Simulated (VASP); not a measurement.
Here is a VASP 6.6.1 calculation.

INCAR

```
SYSTEM = TiSe2
PREC = Accurate
ENCUT = 500
EDIFF = 1E-6
ISMEAR = 0
SIGMA = 0.05
LREAL = .FALSE.
LASPH = .TRUE.
NELM = 200
ALGO = Normal
ISIF = 2
LWAVE = .FALSE.
LCHARG = .FALSE.
ISPIN = 2
MAGMOM = 1 1 0 0 0 0
LORBIT = 11
LMAXMIX = 4
GGA = PE
IVDW = 12
NBANDS = 37
GGA_COMPAT = .FALSE.
```

File KPOINTS:

```
regular mesh
0
G
  10 10 4
  0 0 0
```

Contents of POSCAR:

```
TiSe2
1.0
    3.4825719583      0.0000000000      0.0000000000
   -1.7412859791      3.0159957864      0.0000000000
    0.0000000000      0.0000000000     11.7186683199
Ti Se
2 4
Direct
    0.0000000000      0.0000000000      0.0000000000
    0.0000000000      0.0000000000      0.5000000000
    0.3333333333      0.6666666667      0.1324681575
    0.6666666667      0.3333333333      0.3675318425
    0.3333333333      0.6666666667      0.6324681575
    0.6666666667      0.3333333333      0.8675318425
```

Potentials or basis: VASP PAW PBE potentials, release 64 (Ti_sv, Se).

The run is started by

```bash
$ cat potpaw_PBE.64/Ti_sv/POTCAR potpaw_PBE.64/Se/POTCAR > POTCAR
$ mpirun -np 1 vasp_std > vasp.out
```

Task: Predict the dispersion energy per atom.

Result: -0.451 eV.

Task: Predict the largest force.

Result: 0.008 eV/Å.

Task: Predict the pressure.

Result: 0.1 GPa.

Task: Predict the net moment.

Result: 0.00 μB per cell.

Forces on the atoms (eV/Å):
```
Ti   0.000  0.000  0.000
Ti   0.000  0.000  0.000
Se   0.000  0.000  0.008
Se   0.000  0.000 -0.008
Se   0.000  0.000  0.008
Se   0.000  0.000 -0.008
```
